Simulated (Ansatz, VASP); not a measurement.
Given: the input of a run of VASP 6.6.1 on CoO.

Contents of INCAR:

```
PREC = Accurate
ENCUT = 520
EDIFF = 1E-6
ISMEAR = -1
SIGMA = 0.05
LREAL = F
LASPH = T
NELM = 150
ALGO = Normal
ISIF = 2
LWAVE = F
LCHARG = F
ISPIN = 2
MAGMOM = 4 0
LORBIT = 11
NUPDOWN = 4.0
LMAXMIX = 4
GGA = PS
NBANDS = 18
```

The input KPOINTS:

```
regular mesh
0
Gamma
  10 10 10
```

POSCAR

```
CoO
1.0
   -1.5080000000      1.5080000000      2.1072475377
    1.5080000000     -1.5080000000      2.1072475377
    1.5080000000      1.5080000000     -2.1072475377
Co O
1 1
Direct
    0.0000000000      0.0000000000      0.0000000000
    0.5000000000      0.5000000000      0.0000000000
```

Potentials or basis: VASP PAW PBE potentials, release 64 (Co, O).

Run with:

```sh
$ cat potpaw_PBE.64/Co/POTCAR potpaw_PBE.64/O/POTCAR > POTCAR
$ mpirun -np 1 vasp_std > vasp.out
```

**Question.** Set up the same calculation for Ansatz 0.2.0. Potentials there: Ansatz PAW.

**Answer.** As run (the cutoff follows the program's own potentials):

input.yaml

```yaml
crystal:
  lattice:
    - [-1.508, 1.508, 2.1072475377]
    - [1.508, -1.508, 2.1072475377]
    - [1.508, 1.508, -2.1072475377]
  atoms:
    - { symbol: Co, position: [0.0, 0.0, 0.0], spin: 4.0 }
    - { symbol: O, position: [0.5, 0.5, 0.0] }
hamiltonian:
  xc: pbesol
  pseudopotentials: { kind: paw }
magnetization:
  spin_polarized: true
  initial_magnetization: 4.0
  spin_locking: { lock_magnetization: hard }
kpoints:
  mp_grid: { grid: [10, 10, 10] }
scf:
  occupations: { method: fermi_dirac, width: 0.05 }
  lower_state_search: "off"
output:
  forces: true
  stress: true
  eigenvalues: true
```

Potentials or basis: Ansatz PAW.

Command:

```sh
$ ansatz run input.yaml --threads 2 --pin off --max-ram 5632MiB --backend cpu --events-out ev --progress --plain --runs-dir out
```

Both were run:

|  | VASP | Ansatz | Ansatz less VASP |
| --- | --- | --- | --- |
| pressure (GPa) | 15.2 | 15.7 | +0.43 |
| traceless stress, the component that is largest in VASP (GPa) | 0.60 | 0.63 | +0.033 |
| net moment per atom (μB) | 2.00 | 2.00 | 0.000 |
| size of the moment on the site where the two differ most (μB) | 3.07 | 2.89 | -0.178 |

VASP's potentials were made for PBE, not for PBEsol. Site moments also hang on the region over which each program counts them. The functional is the same, so the differences come from potentials, cutoffs and numerics. VASP's potentials hold 15 valence electrons a cell and Ansatz's 23, so a difference there can come from the potentials and not from the codes.
